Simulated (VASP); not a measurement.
# MgO (I4/mmm) in VASP: notebook

MgO is run at these levels: r2SCAN; tasks: single point.

Program: VASP 6.6.1. These are calculated values, not measurements. Logs are shortened: lines on timing, memory, paths and dates and some standing lists are left out, and cuts for length are marked.

### Step 1. The cell of the first run

It takes space group I4/mmm (No. 139, tetragonal). Conventional cell: a = 2.943 Å, b = 2.943 Å, c = 4.231 Å, α = 90.00°, β = 90.00°, γ = 90.00°. Mg (site symmetry 4/mmm) has 6 O at 2.08 to 2.12 Å within 2.8 Å. Within 2.8 Å of O (site symmetry 4/mmm) lie 6 Mg at 2.08 to 2.12 Å.

### Step 2. Single point, r2SCAN (in-plane strain -0.01, then relaxed in part)

Input file POSCAR:

```
MgO
1.0
    2.0811458410      2.0811458410      0.0000000000
   -2.0811458410      2.0811458410      0.0000000000
    0.0000000000      2.0811458410      2.1154212119
Mg O
1 1
Direct
    0.0000000000      0.0000000000      0.0000000000
    0.5000000000      0.5000000000      0.0000000000
```

Input file INCAR.step1:

```
SYSTEM = MgO
  ALGO = Normal
  EDIFF = 1E-5
  ENCUT = 920
  GGA = PE
  GGA_COMPAT = .False.
  ISMEAR = 0
  LASPH = .True.
  LCHARG = .False.
  LREAL = .False.
  LWAVE = .True.
  NBANDS = 15
  NELM = 120
  PREC = Accurate
  SIGMA = 0.01
```

Input file INCAR.step2:

```
SYSTEM = MgO
  ALGO = Normal
  EDIFF = 1E-6
  ENCUT = 920
  GGA_COMPAT = .False.
  ISIF = 2
  ISMEAR = 0
  ISTART = 1
  LASPH = .True.
  LCHARG = .False.
  LMIXTAU = .True.
  LREAL = .False.
  LWAVE = .False.
  METAGGA = R2SCAN
  NBANDS = 15
  NELM = 120
  PREC = Accurate
  SIGMA = 0.01
```

Input file KPOINTS:

```
k-points
0
Gamma
  10 10 10
  0 0 0
```

Potentials or basis: VASP PAW PBE potentials, release 64 (Mg_sv, O).

Launch:

```console
$ cat potpaw_PBE.64/Mg_sv/POTCAR potpaw_PBE.64/O/POTCAR > POTCAR
$ cp INCAR.step1 INCAR
$ mpirun -np 1 vasp_std > vasp.out
$ cp INCAR.step2 INCAR
$ mpirun -np 1 vasp_std > vasp.out
```

OUTCAR:

```text
SYSTEM = MgO
   EDIFF = 1E-6
   ENCUT = 920
   ISIF = 2
   ISMEAR = 0
   ISTART = 1
   LASPH = .True.
   LREAL = .False.
   METAGGA = R2SCAN
   NELM = 120
   PREC = Accurate

 ion  position               nearest neighbor table
   1  0.000  0.000  0.000-   2 2.08   2 2.08   2 2.08   2 2.08   2 2.12   2 2.12
   2  0.500  0.500  0.000-   1 2.08   1 2.08   1 2.08   1 2.08   1 2.12   1 2.12

  LATTYP: Found a body centered tetragonal cell.
 ALAT       =     2.9431846736
 C/A-ratio  =     1.4375049115

  Lattice vectors:

 A1 = (   2.0811458410,   0.0000000000,  -2.1154212119)
 A2 = (  -2.0811458410,   0.0000000000,  -2.1154212119)
 A3 = (   0.0000000000,   2.0811458410,   2.1154212119)

Analysis of symmetry for initial positions (statically):
=====================================================================
 Subroutine PRICEL returns:
 Original cell was already a primitive cell.

 Routine SETGRP: Setting up the symmetry group for a
 body centered tetragonal supercell.

 Subroutine GETGRP returns: Found 16 space group operations
 (whereof 16 operations were pure point group operations)
 out of a pool of 16 trial point group operations.

The static configuration has the point symmetry D_4h.

Analysis of symmetry for dynamics (positions and initial velocities):
=====================================================================
 Subroutine PRICEL returns:
 Original cell was already a primitive cell.

 Routine SETGRP: Setting up the symmetry group for a
 body centered tetragonal supercell.

 Subroutine GETGRP returns: Found 16 space group operations
 (whereof 16 operations were pure point group operations)
 out of a pool of 16 trial point group operations.

The dynamic configuration has the point symmetry D_4h.

 Subroutine INISYM returns: Found 16 space group operations
 (whereof 16 operations are pure point group operations),
 and found     1 'primitive' translations

----------------------------------------------------------------------------------------

                                     Primitive cell

  volume of cell :      18.3245

  direct lattice vectors                    reciprocal lattice vectors
     2.081145841  2.081145841  0.000000000     0.240252264  0.240252264 -0.236359547
    -2.081145841  2.081145841  0.000000000    -0.240252264  0.240252264 -0.236359547
     0.000000000  2.081145841  2.115421212     0.000000000  0.000000000  0.472719095

  length of vectors
     2.943184674  2.943184674  2.967519994     0.413893871  0.413893871  0.472719095

  position of ions in fractional coordinates (direct lattice)
     0.000000000  0.000000000  0.000000000
     0.500000000  0.500000000  0.000000000

  ion indices of the primitive-cell ions
   primitive index   ion index
                 1           1
                 2           2

----------------------------------------------------------------------------------------

 KPOINTS: k-points

Automatic generation of k-mesh.
 Grid dimensions read from file:
 generate k-points for:   10   10   10

 Generating k-lattice:

  Cartesian coordinates                     Fractional coordinates (reciprocal lattice)
     0.024025226  0.024025226 -0.023635955     0.100000000  0.000000000  0.000000000
    -0.024025226  0.024025226 -0.023635955     0.000000000  0.100000000  0.000000000
     0.000000000  0.000000000  0.047271909     0.000000000  0.000000000  0.100000000

  Length of vectors
     0.041389387  0.041389387  0.047271909

  Shift w.r.t. Gamma in fractional coordinates (k-lattice)
     0.000000000  0.000000000  0.000000000

 Subroutine IBZKPT returns following result:
 ===========================================

 Found    102 irreducible k-points:

 Following reciprocal coordinates:
            Coordinates               Weight
  0.000000  0.000000  0.000000      1.000000
  0.100000  0.000000  0.000000      8.000000
  0.200000  0.000000  0.000000      8.000000
  0.300000  0.000000  0.000000      8.000000
  0.400000  0.000000  0.000000      8.000000
  0.500000  0.000000  0.000000      4.000000
[... 16 lines left out ...]
  0.300000  0.300000  0.000000      8.000000
  0.400000  0.300000  0.000000     16.000000
 [... further k-points ...]
   k-points           NKPTS =    102   k-points in BZ     NKDIM =    102   number of bands    NBANDS=     15
   number of dos      NEDOS =    301   number of ions     NIONS =      2
   total plane-waves  NPLWV =  27000
   dimension x,y,z NGX =    30 NGY =   30 NGZ =   30
   dimension x,y,z NGXF=    60 NGYF=   60 NGZF=   60
   ions per type =               1   1
   NGX,Y,Z   is equivalent  to a cutoff of  16.95, 16.95, 16.81 a.u.
   NGXF,Y,Z  is equivalent  to a cutoff of  33.89, 33.89, 33.61 a.u.
 SYSTEM =  MgO
   PREC   = accura    normal or accurate (medium, high low for compatibility)
   ISTART =      1    job   : 0-new  1-cont  2-samecut
   ICHARG =      0    charge: 1-file 2-atom 10-const
   ISPIN  =      1    spin polarized calculation?
[... 34 lines left out ...]
   LEPSILON=     F    determine dielectric tensor
   LRPA    =     F    only Hartree local field effects (RPA)
 non-spin polarized calculation
 Gauss-broadening in eV      SIGMA  =   0.01
  energy-cutoff  :      920.00
  volume of cell :       18.32
 maximum number of plane-waves:      1179
 NGX is ok and might be reduce to    30
   NGX = 15   NGY = 15   NGZ = 15

 number of electron      16.0000003 magnetization

 Free energy of the ion-electron system (eV)
  ---------------------------------------------------
  ext. energy  EPLUGINS =         0.00000000
  ---------------------------------------------------
  free energy    TOTEN  =       -16.14908725 eV

  energy without entropy =      -16.14908725  energy(sigma->0) =      -16.14908725

 E-fermi :   2.8837     XC(G=0): -12.1485

 val. band max:        2.6632156486   @ k =   0.0000   0.0000   0.0000
 cond. band min:       8.4816703025   @ k =   0.0000   0.0000   0.0000
 fundamental gap:      5.8184546540
 Fermi energy:         2.8837168044

 k-point     1 :       0.0000    0.0000    0.0000
  band No.  band energies     occupation
      1     -72.2557      2.00000
      2     -37.3480      2.00000
      3     -37.3368      2.00000
      4     -37.3368      2.00000
      5     -15.6450      2.00000
      6       2.6303      2.00000
      7       2.6303      2.00000
      8       2.6632      2.00000
      9       8.4817      0.00000
     10      19.5034      0.00000
     11      19.6810      0.00000
     12      19.6810      0.00000
     13      23.7853      0.00000
     14      25.3595      0.00000
     15      25.9129      0.00000

 k-point     2 :       0.1000    0.0000    0.0000
  band No.  band energies     occupation
      1     -72.2549      2.00000
      2     -37.3529      2.00000
      3     -37.3418      2.00000
      4     -37.3375      2.00000
      5     -15.5344      2.00000
      6       2.0101      2.00000
      7       2.5617      2.00000
      8       2.5776      2.00000
      9       9.0938      0.00000
     10      18.3667      0.00000
     11      19.8197      0.00000
     12      19.9463      0.00000
     13      24.7212      0.00000
     14      25.2151      0.00000
     15      25.5315      0.00000

 k-point     3 :       0.2000    0.0000    0.0000
  band No.  band energies     occupation
      1     -72.2526      2.00000
      2     -37.3736      2.00000
      3     -37.3469      2.00000
      4     -37.3394      2.00000
      5     -15.2315      2.00000
      6       0.6792      2.00000
      7       2.3868      2.00000
      8       2.3873      2.00000
      9      10.3034      0.00000
     10      16.8612      0.00000
     11      20.3385      0.00000
     12      20.5262      0.00000
     13      24.1052      0.00000
     14      24.4708      0.00000
     15      26.8118      0.00000
[... 343 lines left out ...]
 k-point    23 :       0.3000    0.3000    0.0000
  band No.  band energies     occupation
      1     -72.2451      2.00000
      2     -37.4065      2.00000
      3     -37.3833      2.00000
      4     -37.3568      2.00000
      5     -14.1907      2.00000
      6      -0.8613      2.00000
      7      -0.0598      2.00000
      8       1.7149      2.00000
      9      13.9550      0.00000
     10      15.9161      0.00000
     11      17.2217      0.00000
     12      21.7765      0.00000
     13      23.8557      0.00000
     14      25.8290      0.00000
     15      31.6161      0.00000

 k-point    24 :       0.4000    0.3000    0.0000
  band No.  band energies     occupation
      1     -72.2443      2.00000
      2     -37.4064      2.00000
      3     -37.3862      2.00000
      4     -37.3619      2.00000
      5     -14.1031      2.00000
      6      -0.9620      2.00000
      7      -0.0561      2.00000
      8       1.5344      2.00000
      9      13.8614      0.00000
     10      16.1083      0.00000
     11      16.7212      0.00000
     12      22.0141      0.00000
     13      22.8283      0.00000
     14      28.1317      0.00000
     15      31.9923      0.00000

 [... further k-points ...]

------------------------ aborting loop because EDIFF is reached ----------------------------------------

  FORCE on cell =-STRESS in cart. coord.  units (eV):
  Direction    XX          YY          ZZ          XY          YZ          ZX
  --------------------------------------------------------------------------------------
  -------------------------------------------------------------------------------------
  Total        0.4904605      0.4904605      0.0467151      0.0000000      0.0000000     -0.0000000
  in kB       42.8827579     42.8827579      4.0844692      0.0000000      0.0000000     -0.0000000
  external PRESSURE =      29.9499950 kB  Pullay stress =       0.0000000 kB

 VOLUME and BASIS-vectors are now :
 -----------------------------------------------------------------------------
  energy-cutoff  :      920.00
  volume of cell :       18.32
      direct lattice vectors                 reciprocal lattice vectors
     2.081145841  2.081145841  0.000000000     0.240252264  0.240252264 -0.236359547
    -2.081145841  2.081145841  0.000000000    -0.240252264  0.240252264 -0.236359547
     0.000000000  2.081145841  2.115421212     0.000000000  0.000000000  0.472719095

 POSITION                                       TOTAL-FORCE (eV/Angst)
 -----------------------------------------------------------------------------------
      0.00000      0.00000      0.00000         0.000000      0.000000      0.000000
      0.00000      2.08115      0.00000         0.000000     -0.000000      0.000000
 -----------------------------------------------------------------------------------
    total drift:                               -0.000000     -0.000000      0.000000

  FREE ENERGIE OF THE ION-ELECTRON SYSTEM (eV)
  ---------------------------------------------------
  free  energy   TOTEN  =       -16.1490872505 eV

  energy  without entropy=      -16.1490872505  energy(sigma->0) =      -16.14908725
```

It took 2 min on 1 thread of AMD EPYC 9R45 (Zen 5), shared host; peak memory 0.18 GiB.

What came out:

* Free energy: -16.1491 eV
* Pressure: 3.0 GPa
* Band gap on the k mesh: 5.82 eV

Stress tensor (GPa, compression positive):
```
4.29 0.00 0.00
0.00 4.29 0.00
0.00 0.00 0.41
```

Caveat: the cell differs from its parent crystal (in-plane strain -0.01, then relaxed in part); the PAW data sets were made with another functional, which shifts forces and pressure a little.

### Step 3. Single point, r2SCAN (in-plane strain +0.01, then relaxed in part)

Input file POSCAR:

```
MgO
1.0
    2.1231891914      2.1231891914      0.0000000000
   -2.1231891914      2.1231891914      0.0000000000
    0.0000000000      2.1231891914      2.0895545111
Mg O
1 1
Direct
    0.0000000000      0.0000000000      0.0000000000
    0.5000000000      0.5000000000      0.0000000000
```

Input file INCAR.step1:

```
SYSTEM = MgO
ALGO = Normal
EDIFF = 1E-5
ENCUT = 920
GGA = PE
GGA_COMPAT = .False.
ISMEAR = 0
LASPH = .True.
LCHARG = .False.
LREAL = .False.
LWAVE = .True.
NBANDS = 15
NELM = 120
PREC = Accurate
SIGMA = 0.01
```

Input file INCAR.step2:

```
SYSTEM = MgO
ALGO = Normal
EDIFF = 1E-6
ENCUT = 920
GGA_COMPAT = .False.
ISIF = 2
ISMEAR = 0
ISTART = 1
LASPH = .True.
LCHARG = .False.
LMIXTAU = .True.
LREAL = .False.
LWAVE = .False.
METAGGA = R2SCAN
NBANDS = 15
NELM = 120
PREC = Accurate
SIGMA = 0.01
```

KPOINTS is that of step 2.

Potentials or basis: VASP PAW PBE potentials, release 64 (Mg_sv, O).

Launch:

```console
$ cat potpaw_PBE.64/Mg_sv/POTCAR potpaw_PBE.64/O/POTCAR > POTCAR
$ cp INCAR.step1 INCAR
$ mpirun -np 1 vasp_std > vasp.out
$ cp INCAR.step2 INCAR
$ mpirun -np 1 vasp_std > vasp.out
```

Run time: 3.6 min. Hardware: 1 thread of Intel Xeon Platinum 8259CL at 2.50GHz (Skylake/Cascade Lake), shared host; peak memory 0.21 GiB.

The run converged. Its results:

```yaml
Free_energy: -16.1520 eV
Pressure: -1.6 GPa
Band_gap_on_the_k_mesh: 5.55 eV
```

Stress tensor (GPa, compression positive):
```
-2.75  0.00  0.00
 0.00 -2.75  0.00
 0.00  0.00  0.63
```

Levels at points of the mesh, in eV from the valence-band top:
| k point | band 4 | band 5 | band 6 | band 7 | band 8 | band 9 | band 10 | band 11 | band 12 | band 13 |
| --- | --- | --- | --- | --- | --- | --- | --- | --- | --- | --- |
| (0.00, 0.00, 0.00) | -40.09 | -18.16 | -0.04 | 0.00 | 0.00 | 5.55 | 16.75 | 16.75 | 16.92 | 20.89 |
| (0.50, 0.00, 0.00) | -40.10 | -16.90 | -4.57 | -0.69 | -0.66 | 8.76 | 13.73 | 17.23 | 17.60 | 22.36 |
| (0.50, 0.50, 0.00) | -40.12 | -16.71 | -4.07 | -1.39 | -1.29 | 10.08 | 11.06 | 14.14 | 20.22 | 20.54 |
| (0.00, 0.00, 0.50) | -40.13 | -16.67 | -4.01 | -1.41 | -1.41 | 9.91 | 11.04 | 14.35 | 20.19 | 20.19 |

Caveat: the cell differs from its parent crystal (in-plane strain +0.01, then relaxed in part); the PAW data sets were made with another functional, which shifts forces and pressure a little.

### Step 4. Single point, r2SCAN (in-plane strain +0.005, then relaxed in part)

Input file POSCAR:

```
MgO
1.0
    2.1126783538      2.1126783538      0.0000000000
   -2.1126783538      2.1126783538      0.0000000000
    0.0000000000      2.1126783538      2.0958610137
Mg O
1 1
Direct
    0.0000000000      0.0000000000      0.0000000000
    0.5000000000      0.5000000000      0.0000000000
```

Input file INCAR.step1:

```
PREC = Accurate
ENCUT = 920
ISMEAR = 0
SIGMA = 0.01
LREAL = F
LASPH = T
NELM = 120
NBANDS = 15
GGA = PE
ALGO = Normal
EDIFF = 1E-5
LWAVE = T
LCHARG = F
GGA_COMPAT = F
```

Input file INCAR.step2:

```
PREC = Accurate
ENCUT = 920
EDIFF = 1E-6
ISMEAR = 0
SIGMA = 0.01
LREAL = F
LASPH = T
NELM = 120
ALGO = Normal
ISIF = 2
LWAVE = F
LCHARG = F
METAGGA = R2SCAN
LMIXTAU = T
NBANDS = 15
ISTART = 1
GGA_COMPAT = F
```

Input file KPOINTS:

```
Automatic mesh
0
Gamma
  10 10 10
```

Launch:

```console
$ cat potpaw_PBE.64/Mg_sv/POTCAR potpaw_PBE.64/O/POTCAR > POTCAR
$ cp INCAR.step1 INCAR
$ mpirun -np 1 vasp_std > vasp.out
$ cp INCAR.step2 INCAR
$ mpirun -np 1 vasp_std > vasp.out
```

Run time: 1.9 min. Hardware: 1 thread of AMD EPYC 9R45 (Zen 5), shared host; peak memory 0.18 GiB.

The run converged. Its results:

* Free energy: -16.1543 eV
* Pressure: -0.6 GPa
* Band gap on the k mesh: 5.62 eV

Stress tensor (GPa, compression positive):
```
-1.20  0.00  0.00
 0.00 -1.20  0.00
 0.00  0.00  0.55
```

Levels at points of the mesh, in eV from the valence-band top:
```tsv
k point	band 5	band 6	band 7	band 8	band 9	band 10	band 11	band 12
(0.00, 0.00, 0.00)	-18.19	-0.02	0.00	0.00	5.62	16.82	16.82	16.91
(0.50, 0.00, 0.00)	-16.91	-4.60	-0.69	-0.67	8.81	13.82	17.40	17.58
(0.50, 0.50, 0.00)	-16.71	-4.08	-1.38	-1.33	10.06	11.14	14.26	20.38
(0.00, 0.00, 0.50)	-16.69	-4.05	-1.39	-1.39	9.98	11.12	14.36	20.37
```

Caveat: the cell differs from its parent crystal (in-plane strain +0.005, then relaxed in part); the PAW data sets were made with another functional, which shifts forces and pressure a little.

### Step 5. Single point, r2SCAN (in-plane strain -0.005, then relaxed in part)

Input file POSCAR:

```
MgO
1.0
    2.0916566786      2.0916566786      0.0000000000
   -2.0916566786      2.0916566786      0.0000000000
    0.0000000000      2.0916566786      2.1084740188
Mg O
1 1
Direct
    0.0000000000      0.0000000000      0.0000000000
    0.5000000000      0.5000000000      0.0000000000
```

Input file INCAR.step1:

```
SYSTEM = MgO
ALGO = Normal ; EDIFF = 1E-5
ENCUT = 920 ; GGA = PE
GGA_COMPAT = .FALSE. ; ISMEAR = 0
LASPH = .TRUE. ; LCHARG = .FALSE.
LREAL = .FALSE. ; LWAVE = .TRUE.
NBANDS = 15 ; NELM = 120
PREC = Accurate ; SIGMA = 0.01
```

Input file INCAR.step2:

```
SYSTEM = MgO
ALGO = Normal ; EDIFF = 1E-6
ENCUT = 920 ; GGA_COMPAT = .FALSE.
ISIF = 2 ; ISMEAR = 0
ISTART = 1 ; LASPH = .TRUE.
LCHARG = .FALSE. ; LMIXTAU = .TRUE.
LREAL = .FALSE. ; LWAVE = .FALSE.
METAGGA = R2SCAN ; NBANDS = 15
NELM = 120 ; PREC = Accurate
SIGMA = 0.01
```

Input file KPOINTS:

```
k-points
0
G
  10 10 10
  0 0 0
```

Launch:

```console
$ cat potpaw_PBE.64/Mg_sv/POTCAR potpaw_PBE.64/O/POTCAR > POTCAR
$ cp INCAR.step1 INCAR
$ mpirun -np 1 vasp_std > vasp.out
$ cp INCAR.step2 INCAR
$ mpirun -np 1 vasp_std > vasp.out
```

Wall time 6.3 min (1 thread of Intel Xeon Platinum 8259CL at 2.50GHz (Skylake/Cascade Lake), shared host); peak memory 0.21 GiB.

Results (log left out):

| Quantity | Value |
| --- | --- |
| Free energy | -16.1530 eV |
| Pressure | 1.7 GPa |
| Band gap on the k mesh | 5.76 eV |

Stress tensor (GPa, compression positive):
```
2.34 0.00 0.00
0.00 2.34 0.00
0.00 0.00 0.48
```

Levels at points of the mesh, in eV from the valence-band top:
```csv
k point,band 5,band 6,band 7,band 8,band 9,band 10,band 11,band 12
"(0.00, 0.00, 0.00)",-18.26,-0.02,-0.02,0.00,5.76,16.87,16.96,16.96
"(0.50, 0.00, 0.00)",-16.95,-4.67,-0.71,-0.69,8.90,13.98,17.54,17.73
"(0.50, 0.50, 0.00)",-16.73,-4.12,-1.43,-1.38,10.02,11.28,14.48,20.54
"(0.00, 0.00, 0.50)",-16.76,-4.15,-1.37,-1.37,10.11,11.29,14.37,20.71
```

Caveat: the cell differs from its parent crystal (in-plane strain -0.005, then relaxed in part); the PAW data sets were made with another functional, which shifts forces and pressure a little.

### Step 6. Summary

| cell | gap on the mesh (eV) | pressure (GPa) |
| --- | --- | --- |
| a = 2.943, b = 2.943, c = 2.968 Å, angles 60.3, 60.3, 90.0°, 2 atoms | 5.82 | 3.0 |
| a = 3.003, b = 3.003, c = 2.979 Å, angles 59.7, 59.7, 90.0°, 2 atoms | 5.55 | -1.6 |
| a = 2.988, b = 2.988, c = 2.976 Å, angles 59.9, 59.9, 90.0°, 2 atoms | 5.62 | -0.6 |
| a = 2.958, b = 2.958, c = 2.970 Å, angles 60.1, 60.1, 90.0°, 2 atoms | 5.76 | 1.7 |

Alike in all rows: task single point; level r2SCAN; potentials or basis VASP PAW PBE potentials, release 64 (Mg_sv, O); no spin polarisation; k mesh 10 × 10 × 10; cutoff (eV) 920; smearing gaussian 0.01 eV.

Caveats: the PAW data sets were made with another functional, which shifts forces and pressure a little.

Absolute energies hang on the potentials; compare differences alone.
